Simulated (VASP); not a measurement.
# Tm2MgC2 in VASP: single point with PBE

Aim: the single point of Tm2MgC2 with PBE.

Everything below comes from runs of VASP 6.6.1. Logs are shortened: lines on timing, memory, paths and dates and some standing lists are left out, and cuts for length are marked.

### Step 1. The cell of the first run

The typed cell holds 5 atoms: a = 4.824 Å, b = 5.687 Å, c = 5.947 Å, α = 48.93°, β = 62.73°, γ = 68.34°.

The cell was built from a structure type or drawn by symmetry, and may not be a known phase.

### Step 2. Single point, PBE

Contents of INCAR:

```
PREC     = Accurate       # precision mode
ENCUT    = 600            # plane-wave cutoff, eV
EDIFF    = 1E-6           # SCF threshold, eV
ISMEAR   = 0              # smearing method
SIGMA    = 0.2            # smearing width, eV
LREAL    = F              # projectors in reciprocal space
LASPH    = T              # aspherical terms in the spheres
NELM     = 200            # most SCF steps
ALGO     = Normal         # electronic algorithm
ISIF     = 2              # what is computed and relaxed
LWAVE    = F              # write WAVECAR
LCHARG   = F              # write CHGCAR
GGA      = PE             # functional
NBANDS   = 22             # bands
GGA_COMPAT= F            
LMAXMIX  = 6              # l up to which the mixer works
```

Contents of KPOINTS:

```
Automatic mesh
0
Gamma
  4 4 4
```

Contents of POSCAR:

```
Tm2MgC2
1.0
    0.0000000000      3.6257776037      3.1819927046
    4.7140425629      0.0000000000      3.1819927046
    4.7140425629      3.6257776037      0.0000000000
Tm Mg C
2 1 2
Direct
    0.2500303352      0.2500303352      0.7499696648
    0.7499696648      0.7499696648      0.2500303352
    0.7500000000      0.7500000000      0.7500000000
    0.2499494885      0.7500505115      0.2499494885
    0.7500505115      0.2499494885      0.7500505115
```

Potentials or basis: VASP PAW PBE potentials, release 64 (Tm_3, Mg, C), 4f in core.

Run with:

```console
> cat potpaw_PBE.64/Tm_3/POTCAR potpaw_PBE.64/Mg/POTCAR potpaw_PBE.64/C/POTCAR > POTCAR
> mpirun -np 1 vasp_std > vasp.out
```

OUTCAR:

```text
PREC = Accurate
   ENCUT = 600
   EDIFF = 1E-6
   ISMEAR = 0
   LREAL = F
   LASPH = T
   NELM = 200
   ISIF = 2
   GGA = PE

 ion  position               nearest neighbor table
   1  0.250  0.250  0.750-   4 2.41   5 2.41   5 2.41   4 2.41   3 2.97   3 2.97   2 3.18   2 3.18
                             2 3.63   2 3.63
   2  0.750  0.750  0.250-   4 2.41   5 2.41   5 2.41   4 2.41   3 2.97   3 2.97   1 3.18   1 3.18
                             1 3.63   1 3.63
   3  0.750  0.750  0.750-   5 2.84   4 2.84   5 2.84   4 2.84   1 2.97   1 2.97   2 2.97   2 2.97

   4  0.250  0.750  0.250-   1 2.41   2 2.41   2 2.41   1 2.41   3 2.84   3 2.84
   5  0.750  0.250  0.750-   1 2.41   2 2.41   2 2.41   1 2.41   3 2.84   3 2.84

  LATTYP: Found a face centered orthorhombic cell.
 ALAT       =     6.3639854092
 B/A-ratio  =     1.1394676042
 C/A-ratio  =     1.4814749751

  Lattice vectors:

 A1 = (   4.7140425629,  -3.6257776037,   0.0000000000)
 A2 = (   4.7140425629,   0.0000000000,   3.1819927046)
 A3 = (   0.0000000000,  -3.6257776037,   3.1819927046)

Analysis of symmetry for initial positions (statically):
=====================================================================
 Subroutine PRICEL returns:
 Original cell was already a primitive cell.

 Routine SETGRP: Setting up the symmetry group for a
 face centered orthorhombic supercell.

 Subroutine GETGRP returns: Found  4 space group operations
 (whereof  4 operations were pure point group operations)
 out of a pool of  8 trial point group operations.

The static configuration has the point symmetry D_2 .

Analysis of symmetry for dynamics (positions and initial velocities):
=====================================================================
 Subroutine PRICEL returns:
 Original cell was already a primitive cell.

 Routine SETGRP: Setting up the symmetry group for a
 face centered orthorhombic supercell.

 Subroutine GETGRP returns: Found  4 space group operations
 (whereof  4 operations were pure point group operations)
 out of a pool of  8 trial point group operations.

The dynamic configuration has the point symmetry D_2 .

 Subroutine INISYM returns: Found  4 space group operations
 (whereof  4 operations are pure point group operations),
 and found     1 'primitive' translations

----------------------------------------------------------------------------------------

                                     Primitive cell

  volume of cell :     108.7737

  direct lattice vectors                    reciprocal lattice vectors
     0.000000000  3.625777604  3.181992705    -0.106066077  0.137901453  0.157134238
     4.714042563  0.000000000  3.181992705     0.106066077 -0.137901453  0.157134238
     4.714042563  3.625777604  0.000000000     0.106066077  0.137901453 -0.157134238

  length of vectors
     4.824037811  5.687466471  5.947138851     0.234431210  0.234431210  0.234431210

  position of ions in fractional coordinates (direct lattice)
     0.250030335  0.250030335  0.749969665
     0.749969665  0.749969665  0.250030335
     0.750000000  0.750000000  0.750000000
     0.249949489  0.750050511  0.249949489
     0.750050511  0.249949489  0.750050511

  ion indices of the primitive-cell ions
   primitive index   ion index
                 1           1
                 2           2
                 3           3
                 4           4
                 5           5

----------------------------------------------------------------------------------------

 KPOINTS: Automatic mesh

Automatic generation of k-mesh.
 Grid dimensions read from file:
 generate k-points for:    4    4    4

 Generating k-lattice:

  Cartesian coordinates                     Fractional coordinates (reciprocal lattice)
    -0.026516519  0.034475363  0.039283560     0.250000000  0.000000000  0.000000000
     0.026516519 -0.034475363  0.039283560     0.000000000  0.250000000  0.000000000
     0.026516519  0.034475363 -0.039283560    -0.000000000 -0.000000000  0.250000000

  Length of vectors
     0.058607803  0.058607803  0.058607803

  Shift w.r.t. Gamma in fractional coordinates (k-lattice)
     0.000000000  0.000000000  0.000000000

 Subroutine IBZKPT returns following result:
 ===========================================

 Found     18 irreducible k-points:

 Following reciprocal coordinates:
            Coordinates               Weight
  0.000000  0.000000  0.000000      1.000000
  0.250000  0.000000 -0.000000      8.000000
  0.500000  0.000000 -0.000000      4.000000
  0.250000  0.250000  0.000000      2.000000
  0.500000  0.250000  0.000000      8.000000
 -0.250000  0.250000  0.000000      4.000000
[... 10 lines left out ...]
 -0.250000  0.250000  0.500000      2.000000
  0.000000  0.500000  0.500000      1.000000
   k-points           NKPTS =     18   k-points in BZ     NKDIM =     18   number of bands    NBANDS=     22
   number of dos      NEDOS =    301   number of ions     NIONS =      5
   total plane-waves  NPLWV =  92160
   dimension x,y,z NGX =    40 NGY =   48 NGZ =   48
   dimension x,y,z NGXF=    80 NGYF=   96 NGZF=   96
   ions per type =               2   1   2
   NGX,Y,Z   is equivalent  to a cutoff of  13.78, 14.03, 13.42 a.u.
   NGXF,Y,Z  is equivalent  to a cutoff of  27.57, 28.06, 26.84 a.u.
 SYSTEM =  unknown system
   PREC   = accura    normal or accurate (medium, high low for compatibility)
   ISTART =      0    job   : 0-new  1-cont  2-samecut
   ICHARG =      2    charge: 1-file 2-atom 10-const
   ISPIN  =      1    spin polarized calculation?
   LNONCOLLINEAR =      F non collinear calculations
   LSORBIT =      F    spin-orbit coupling
   LASPH  =      T    aspherical Exc in radial PAW
   ENCUT  =  600.0 eV  44.10 Ry    6.64 a.u.   9.63 11.36 11.88*2*pi/ulx,y,z
   NELM   =    200;   NELMIN=  2; NELMDL= -5     # of ELM steps
   EDIFF  = 0.1E-05   stopping-criterion for ELM
   LREAL  =      F    real-space projection
   EDIFFG = 0.1E-04   stopping-criterion for IOM
   NSW    =      0    number of steps for IOM
   IBRION =     -1    ionic relax: 0-MD 1-quasi-New 2-CG
   NFREE  =      0    steps in history (QN), initial steepest desc. (CG)
   ISIF   =      2    stress and relaxation
   ISYM   =      2    0-nonsym 1-usesym 2-fastsym
   POTIM  = 0.5000    time-step for ionic-motion
   TEBEG  =    0.0;   TEEND  =   0.0 temperature during run
   PSTRESS=    0.0 pullay stress
   NELECT =      28.0000    total number of electrons
   NUPDOWN=      -1.0000    fix difference up-down
   EMIN   =  10.00;   EMAX   =-10.00  energy-range for DOS
   EFERMI =   0.00;   METHOD = LEGACY
   ISMEAR =     0;   SIGMA  =   0.20  broadening in eV -4-tet -1-fermi 0-gaus
   EFERMI_NEDOS =   21; number of points for ismear=-14 and -15
   IALGO  =     38    algorithm
   IMIX   =      4    mixing-type and parameters
     AMIX     =   0.40;   BMIX     =  1.00
     AMIX_MAG =   1.60;   BMIX_MAG =  1.00
  volume/ion in A,a.u.               =      21.75       146.81
  Fermi-wavevector in a.u.,A,eV,Ry     =   1.041405  1.967970 14.755843  1.084524
  Thomas-Fermi vector in A             =   2.176024
   LORBIT       =      0    0 simple, 1 ext, 2 COOP (PROOUT), +10 PAW based schemes
   GGA     = PE    functional components
   LHFCALC =     F    Hartree Fock is set to
   AEXX    =    0.0000 exact exchange contribution
   IVDW    =     0    specifies the selected vdW correction
   LEPSILON=     F    determine dielectric tensor
   LRPA    =     F    only Hartree local field effects (RPA)
 non-spin polarized calculation
 Gauss-broadening in eV      SIGMA  =   0.20
  energy-cutoff  :      600.00
  volume of cell :      108.77
 maximum number of plane-waves:      3649
 NGX is ok and might be reduce to    40
   NGX = 19   NGY = 23   NGZ = 23

 number of electron      28.0000000 magnetization

 Free energy of the ion-electron system (eV)
  ---------------------------------------------------
  ext. energy  EPLUGINS =         0.00000000
  ---------------------------------------------------
  free energy    TOTEN  =       -25.65747534 eV

  energy without entropy =      -25.60508982  energy(sigma->0) =      -25.63128258

 E-fermi :   1.8991     XC(G=0):  -9.1332

 val. band max:        1.8556166360   @ k =   0.0000   0.2500   0.2500
 cond. band min:       1.9347030052   @ k =   0.0000   0.2500   0.2500
 fundamental gap:      0.0790863692
 Fermi energy:         1.8991467742

 k-point     1 :       0.0000    0.0000    0.0000
  band No.  band energies     occupation
      1     -22.7162      2.00000
      2     -22.6215      2.00000
      3     -22.6114      2.00000
      4     -22.2468      2.00000
      5     -22.0995      2.00000
      6     -21.8981      2.00000
[... 14 lines left out ...]
     21       6.5884      0.00000
     22       7.5530      0.00000

 k-point     2 :       0.2500    0.0000   -0.0000
  band No.  band energies     occupation
      1     -22.7026      2.00000
      2     -22.6356      2.00000
      3     -22.5173      2.00000
      4     -22.2322      2.00000
      5     -22.1288      2.00000
      6     -22.0137      2.00000
[... 14 lines left out ...]
     21       6.7277      0.00000
     22       7.3202      0.00000

 k-point     3 :       0.5000    0.0000   -0.0000
  band No.  band energies     occupation
      1     -22.6701      2.00000
      2     -22.6686      2.00000
      3     -22.2784      2.00000
      4     -22.2777      2.00000
      5     -22.1861      2.00000
      6     -22.1856      2.00000
[... 14 lines left out ...]
     21       6.9122      0.00000
     22       7.1205      0.00000

 k-point     4 :       0.2500    0.2500    0.0000
  band No.  band energies     occupation
      1     -22.6778      2.00000
      2     -22.6604      2.00000
      3     -22.3247      2.00000
      4     -22.3021      2.00000
      5     -22.2505      2.00000
      6     -22.0429      2.00000
[... 14 lines left out ...]
     21       6.6258      0.00000
     22       6.7333      0.00000

 k-point     5 :       0.5000    0.2500    0.0000
  band No.  band energies     occupation
      1     -22.6906      2.00000
      2     -22.6485      2.00000
      3     -22.5606      2.00000
      4     -22.3368      2.00000
      5     -22.0429      2.00000
      6     -21.9857      2.00000
[... 14 lines left out ...]
     21       6.7797      0.00000
     22       7.2256      0.00000

 k-point     6 :      -0.2500    0.2500    0.0000
  band No.  band energies     occupation
      1     -22.7084      2.00000
      2     -22.6440      2.00000
      3     -22.6306      2.00000
      4     -22.2542      2.00000
      5     -22.1188      2.00000
      6     -21.8809      2.00000
[... 14 lines left out ...]
     21       6.6795      0.00000
     22       6.8752      0.00000

 k-point     7 :       0.5000    0.5000    0.0000
  band No.  band energies     occupation
      1     -22.6992      2.00000
      2     -22.6763      2.00000
      3     -22.6413      2.00000
      4     -22.3981      2.00000
      5     -21.9852      2.00000
      6     -21.8636      2.00000
[... 174 lines left out ...]
      6     -21.8806      2.00000
[... 14 lines left out ...]
     21       5.7845      0.00000
     22       6.9250      0.00000

 k-point    15 :       0.5000   -0.2500    0.2500
  band No.  band energies     occupation
      1     -22.6931      2.00000
      2     -22.6754      2.00000
      3     -22.6479      2.00000
      4     -22.3994      2.00000
      5     -21.9850      2.00000
      6     -21.8638      2.00000
[... 14 lines left out ...]
     21       7.2006      0.00000
     22       7.2351      0.00000

 k-point    16 :       0.5000    0.0000    0.5000
  band No.  band energies     occupation
      1     -22.6870      2.00000
      2     -22.6746      2.00000
      3     -22.6545      2.00000
      4     -22.4007      2.00000
      5     -21.9848      2.00000
      6     -21.8641      2.00000
[... 14 lines left out ...]
     21       7.1201      0.00000
     22       8.0102      0.00000

 k-point    17 :      -0.2500    0.2500    0.5000
  band No.  band energies     occupation
      1     -22.6924      2.00000
      2     -22.6493      2.00000
      3     -22.3269      2.00000
      4     -22.3010      2.00000
      5     -22.2515      2.00000
      6     -22.0425      2.00000
[... 14 lines left out ...]
     21       5.8741      0.00000
     22       6.5533      0.00000

 k-point    18 :       0.0000    0.5000    0.5000
  band No.  band energies     occupation
      1     -22.7321      2.00000
      2     -22.6128      2.00000
      3     -22.6114      2.00000
      4     -22.2487      2.00000
      5     -22.0989      2.00000
      6     -21.8976      2.00000
[... 14 lines left out ...]
     21       5.6115      0.00000
     22       6.5605      0.00000

------------------------ aborting loop because EDIFF is reached ----------------------------------------

  FORCE on cell =-STRESS in cart. coord.  units (eV):
  Direction    XX          YY          ZZ          XY          YZ          ZX
  --------------------------------------------------------------------------------------
  -------------------------------------------------------------------------------------
  Total        0.3187306      0.5208648      0.5486825      0.0000000      0.0000000      0.0000000
  in kB        4.6947291      7.6720563      8.0817956      0.0000000      0.0000000      0.0000000
  external PRESSURE =       6.8161936 kB  Pullay stress =       0.0000000 kB

 VOLUME and BASIS-vectors are now :
 -----------------------------------------------------------------------------
  energy-cutoff  :      600.00
  volume of cell :      108.77
      direct lattice vectors                 reciprocal lattice vectors
     0.000000000  3.625777604  3.181992705    -0.106066077  0.137901453  0.157134238
     4.714042563  0.000000000  3.181992705     0.106066077 -0.137901453  0.157134238
     4.714042563  3.625777604  0.000000000     0.106066077  0.137901453 -0.157134238

 POSITION                                       TOTAL-FORCE (eV/Angst)
 -----------------------------------------------------------------------------------
      4.71404      3.62578      1.59119        -0.000000     -0.000000     -0.001182
      4.71404      3.62578      4.77280        -0.000000     -0.000000      0.001182
      7.07106      5.43867      4.77299         0.000000      0.000000      0.000000
      4.71404      1.81252      3.18199         0.000000      0.000376      0.000000
      4.71404      5.43903      3.18199         0.000000     -0.000376      0.000000
 -----------------------------------------------------------------------------------
    total drift:                               -0.000000      0.000000      0.000000

  FREE ENERGIE OF THE ION-ELECTRON SYSTEM (eV)
  ---------------------------------------------------
  free  energy   TOTEN  =       -25.6574753433 eV

  energy  without entropy=      -25.6050898175  energy(sigma->0) =      -25.63128258
```

Run time: 73 s. Hardware: 1 thread of Intel Xeon Platinum 8259CL at 2.50GHz (Skylake/Cascade Lake), shared host; peak memory 0.32 GiB.

Results:

```yaml
Free_energy: -25.6575 eV
Pressure: 0.7 GPa
Band_gap_on_the_k_mesh: zero (bands 14 and 15 overlap by 1.23 eV)
```

Stress tensor (GPa, compression positive):
```
0.47 0.00 0.00
0.00 0.77 0.00
0.00 0.00 0.81
```

Levels at points of the mesh, in eV from the Fermi level:
| k point | band 10 | band 11 | band 12 | band 13 | band 14 | band 15 | band 16 | band 17 | band 18 | band 19 |
| --- | --- | --- | --- | --- | --- | --- | --- | --- | --- | --- |
| (0.00, 0.00, 0.00) | -1.36 | -0.39 | -0.33 | 0.22 | 0.57 | 0.71 | 0.85 | 1.60 | 1.74 | 3.21 |
| (0.50, 0.00, 0.00) | -2.21 | -1.85 | -1.72 | -0.38 | -0.31 | 0.26 | 0.63 | 2.53 | 2.98 | 4.87 |
| (0.50, 0.50, 0.00) | -3.35 | -2.69 | -2.02 | -1.37 | -0.40 | 0.33 | 0.48 | 2.55 | 2.77 | 4.83 |
| (0.50, 0.00, 0.50) | -3.71 | -2.40 | -1.99 | -1.75 | -0.50 | -0.45 | 0.11 | 3.44 | 3.52 | 4.49 |
| (0.00, 0.50, 0.50) | -0.78 | -0.05 | 0.38 | 0.58 | 0.78 | 0.95 | 1.37 | 1.78 | 1.94 | 2.68 |

Caveat: the k points lie up to 0.37 Å⁻¹ apart, too coarse for converged energies and pressures of a metal; spin-orbit coupling is left out, which moves the levels of the heavy elements; the 4f electrons are frozen in the core, so they carry no moment and show no levels.
